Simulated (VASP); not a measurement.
# Al2Au (I4/mmm) in VASP: a series of runs, part 2 of 2

VASP 6.6.1. Earlier steps stand in the parts before.

## 4. Electric field gradients, LDA (zz strain of +1 %)

Input file INCAR:

```
PREC = Accurate
ENCUT = 400
EDIFF = 1E-8
ISMEAR = -1
SIGMA = 0.05
LREAL = F
LASPH = T
NELM = 120
ALGO = Normal
ISIF = 2
LWAVE = F
LCHARG = F
LEFG = T
NBANDS = 16
GGA_COMPAT = F
```

Input file KPOINTS:

```
regular mesh
0
Gamma
  11 11 11
```

Input file POSCAR:

```
Al2Au
1.0
    0.0000000000      3.0000000000      3.0300000000
    3.0000000000      0.0000000000      3.0300000000
    3.0000000000      3.0000000000      0.0000000000
Al Au
2 1
Direct
    0.2500000000      0.2500000000      0.2500000000
    0.7500000000      0.7500000000      0.7500000000
    0.0000000000      0.0000000000      0.0000000000
```

Potentials or basis: VASP PAW LDA potentials, release 64 (Al, Au).

Run with:

```bash
> cat potpaw_LDA.64/Al/POTCAR potpaw_LDA.64/Au/POTCAR > POTCAR
> mpirun -np 1 vasp_std > vasp.out
```

OUTCAR:

```text
PREC = Accurate
   ENCUT = 400
   EDIFF = 1E-8
   ISMEAR = -1
   LREAL = F
   LASPH = T
   NELM = 120
   ISIF = 2

 ion  position               nearest neighbor table
   1  0.250  0.250  0.250-   3 2.61   3 2.61   3 2.61   3 2.61   2 3.00   2 3.00   2 3.00   2 3.00
                             2 3.03   2 3.03
   2  0.750  0.750  0.750-   3 2.61   3 2.61   3 2.61   3 2.61   1 3.00   1 3.00   1 3.00   1 3.00
                             1 3.03   1 3.03
   3  0.000  0.000  0.000-   2 2.61   2 2.61   2 2.61   1 2.61   2 2.61   1 2.61   1 2.61   1 2.61

  LATTYP: Found a body centered tetragonal cell.
 ALAT       =     4.2426406871
 C/A-ratio  =     1.4283556980

  Lattice vectors:

 A1 = (  -3.0000000000,   0.0000000000,   3.0300000000)
 A2 = (   3.0000000000,   0.0000000000,   3.0300000000)
 A3 = (   0.0000000000,   3.0000000000,  -3.0300000000)

Analysis of symmetry for initial positions (statically):
=====================================================================
 Subroutine PRICEL returns:
 Original cell was already a primitive cell.

 Routine SETGRP: Setting up the symmetry group for a
 body centered tetragonal supercell.

 Subroutine GETGRP returns: Found 16 space group operations
 (whereof 16 operations were pure point group operations)
 out of a pool of 16 trial point group operations.

The static configuration has the point symmetry D_4h.

Analysis of symmetry for dynamics (positions and initial velocities):
=====================================================================
 Subroutine PRICEL returns:
 Original cell was already a primitive cell.

 Routine SETGRP: Setting up the symmetry group for a
 body centered tetragonal supercell.

 Subroutine GETGRP returns: Found 16 space group operations
 (whereof 16 operations were pure point group operations)
 out of a pool of 16 trial point group operations.

The dynamic configuration has the point symmetry D_4h.

 Subroutine INISYM returns: Found 16 space group operations
 (whereof 16 operations are pure point group operations),
 and found     1 'primitive' translations

----------------------------------------------------------------------------------------

                                     Primitive cell

  volume of cell :      54.5400

  direct lattice vectors                    reciprocal lattice vectors
     0.000000000  3.000000000  3.030000000    -0.166666667  0.166666667  0.165016502
     3.000000000  0.000000000  3.030000000     0.166666667 -0.166666667  0.165016502
     3.000000000  3.000000000  0.000000000     0.166666667  0.166666667 -0.165016502

  length of vectors
     4.263906659  4.263906659  4.242640687     0.287725566  0.287725566  0.287725566

  position of ions in fractional coordinates (direct lattice)
     0.250000000  0.250000000  0.250000000
     0.750000000  0.750000000  0.750000000
     0.000000000  0.000000000  0.000000000

  ion indices of the primitive-cell ions
   primitive index   ion index
                 1           1
                 2           2
                 3           3
[... 78 lines left out ...]
   ISIF   =      2    stress and relaxation
   ISYM   =      2    0-nonsym 1-usesym 2-fastsym
   POTIM  = 0.5000    time-step for ionic-motion
   TEBEG  =    0.0;   TEEND  =   0.0 temperature during run
   PSTRESS=    0.0 pullay stress
   NELECT =      17.0000    total number of electrons
   NUPDOWN=      -1.0000    fix difference up-down
   EMIN   =  10.00;   EMAX   =-10.00  energy-range for DOS
   EFERMI =   0.00;   METHOD = LEGACY
   ISMEAR =    -1;   SIGMA  =   0.05  broadening in eV -4-tet -1-fermi 0-gaus
   EFERMI_NEDOS =   21; number of points for ismear=-14 and -15
   IALGO  =     38    algorithm
   IMIX   =      4    mixing-type and parameters
     AMIX     =   0.40;   BMIX     =  1.00
     AMIX_MAG =   1.60;   BMIX_MAG =  1.00
  volume/ion in A,a.u.               =      18.18       122.68
  Fermi-wavevector in a.u.,A,eV,Ry     =   1.109991  2.097579 16.763464  1.232080
  Thomas-Fermi vector in A             =   2.246537
   LORBIT       =      0    0 simple, 1 ext, 2 COOP (PROOUT), +10 PAW based schemes
   GGA     = CA    functional components
   LHFCALC =     F    Hartree Fock is set to
   AEXX    =    0.0000 exact exchange contribution
   IVDW    =     0    specifies the selected vdW correction
   LEPSILON=     F    determine dielectric tensor
   LRPA    =     F    only Hartree local field effects (RPA)
 non-spin polarized calculation
  energy-cutoff  :      400.00
  volume of cell :       54.54
 maximum number of plane-waves:      1010
   NGX = 13   NGY = 13   NGZ = 13

 number of electron      17.0000000 magnetization

 Free energy of the ion-electron system (eV)
  ---------------------------------------------------
  ext. energy  EPLUGINS =         0.00000000
  ---------------------------------------------------
  free energy    TOTEN  =       -14.27161063 eV

  energy without entropy =      -14.26306544  energy(sigma->0) =      -14.26733803

 E-fermi :   7.5212     XC(G=0): -10.6727

 val. band max:        7.4923505136   @ k =  -0.2727  -0.0000   0.2727
 cond. band min:       7.5327114943   @ k =  -0.3636  -0.0000   0.1818
 fundamental gap:      0.0403609807
 Fermi energy:         7.5211889859

 k-point     1 :       0.0000    0.0000    0.0000
  band No.  band energies     occupation
      1      -2.9916      2.00000
      2       0.9073      2.00000
      3       0.9073      2.00000
      4       0.9182      2.00000
      5       1.8521      2.00000
      6       1.8793      2.00000
[... 433 lines left out ...]
      3       1.1380      2.00000
      4       1.1494      2.00000
      5       1.7650      2.00000
      6       1.9637      2.00000
[... 8 lines left out ...]
     15      14.2256      0.00000
     16      16.2624      0.00000

 [... further k-points ...]
[... 5 lines left out ...]
  --------------------------------------------------------------------------------------
  -------------------------------------------------------------------------------------
  Total       -1.0949762     -1.0949762     -1.2631216      0.0000000      0.0000000      0.0000000
  in kB      -32.1662278    -32.1662278    -37.1056983      0.0000000      0.0000000      0.0000000
  external PRESSURE =     -33.8127179 kB  Pullay stress =       0.0000000 kB

 VOLUME and BASIS-vectors are now :
 -----------------------------------------------------------------------------
  energy-cutoff  :      400.00
  volume of cell :       54.54
      direct lattice vectors                 reciprocal lattice vectors
     0.000000000  3.000000000  3.030000000    -0.166666667  0.166666667  0.165016502
     3.000000000  0.000000000  3.030000000     0.166666667 -0.166666667  0.165016502
     3.000000000  3.000000000  0.000000000     0.166666667  0.166666667 -0.165016502

 POSITION                                       TOTAL-FORCE (eV/Angst)
 -----------------------------------------------------------------------------------
      1.50000      1.50000      1.51500         0.000000      0.000000      0.000000
      4.50000      4.50000      4.54500        -0.000000     -0.000000     -0.000000
      0.00000      0.00000      0.00000        -0.000000      0.000000     -0.000000
 -----------------------------------------------------------------------------------
    total drift:                               -0.000000     -0.000000      0.000000

  FREE ENERGIE OF THE ION-ELECTRON SYSTEM (eV)
  ---------------------------------------------------
  free  energy   TOTEN  =       -14.2716106262 eV

  energy  without entropy=      -14.2630654416  energy(sigma->0) =      -14.26733803

 Electric field gradients (V/A^2)
---------------------------------------------------------------------
 ion       V_xx      V_yy      V_zz      V_xy      V_xz      V_yz
---------------------------------------------------------------------
   1      -0.138    -0.138     0.275     0.000     0.000     0.000
   2      -0.138    -0.138     0.275     0.000     0.000     0.000
   3       5.033     5.033   -10.067    -0.001    -0.001    -0.001
---------------------------------------------------------------------

 Electric field gradients after diagonalization (V/A^2)
 (convention: |V_zz| > |V_xx| > |V_yy|)
----------------------------------------------------------------------
 ion       V_xx      V_yy      V_zz     asymmetry (V_yy - V_xx)/ V_zz
----------------------------------------------------------------------
   1      -0.138    -0.138     0.275       0.000
   2      -0.138    -0.138     0.275       0.000
   3       5.034     5.033   -10.067       0.000
----------------------------------------------------------------------

           NMR quadrupolar parameters

 Cq : quadrupolar parameter    Cq=e*Q*V_zz/h
 eta: asymmetry parameters     (V_yy - V_xx)/ V_zz
 Q  : nuclear electric quadrupole moment in mb (millibarn)
----------------------------------------------------------------------
 ion       Cq(MHz)       eta       Q (mb)
----------------------------------------------------------------------
   1       0.001       0.000       1.000
   2       0.001       0.000       1.000
   3      -0.024       0.000       1.000
----------------------------------------------------------------------
```

stdout:

```text
POSCAR found type information on POSCAR AlAu
 POSCAR found :  2 types and       3 ions
 scaLAPACK will be used
 LDA part: xc-table for (Slater(with rela. corr.)+CA(PZ))
 , standard interpolation
 POSCAR, INCAR and KPOINTS ok, starting setup
 FFT: planning ... GRIDC
 FFT: planning ... GRID_SOFT
 FFT: planning ... GRID
 WAVECAR not read
 entering main loop
ion   1

ion   2

ion   3
```

Run time: 44 s. Hardware: 1 thread of AMD EPYC 9R45 (Zen 5), shared host; peak memory 0.16 GiB.

What came out:

| Property | Result |
| --- | --- |
| Free energy | -14.2716 eV |
| Pressure | -3.4 GPa |

Stress tensor (GPa, compression positive):
```
-3.22  0.00  0.00
 0.00 -3.22  0.00
 0.00  0.00 -3.71
```

Electric field gradients, principal values (V/Å²):
| atom | least | middle | greatest (by size) |
| --- | --- | --- | --- |
| 1 Al | -0.138 | -0.138 | 0.275 |
| 2 Al | -0.138 | -0.138 | 0.275 |
| 3 Au | 5.033 | 5.034 | -10.067 |

Caveat: the cell differs from its parent crystal (zz strain of +1 %); without QUAD_EFG the Cq values of the log hold for a quadrupole moment of 1 mb, not for the nuclei; spin-orbit coupling is left out, which moves the levels of the heavy elements.
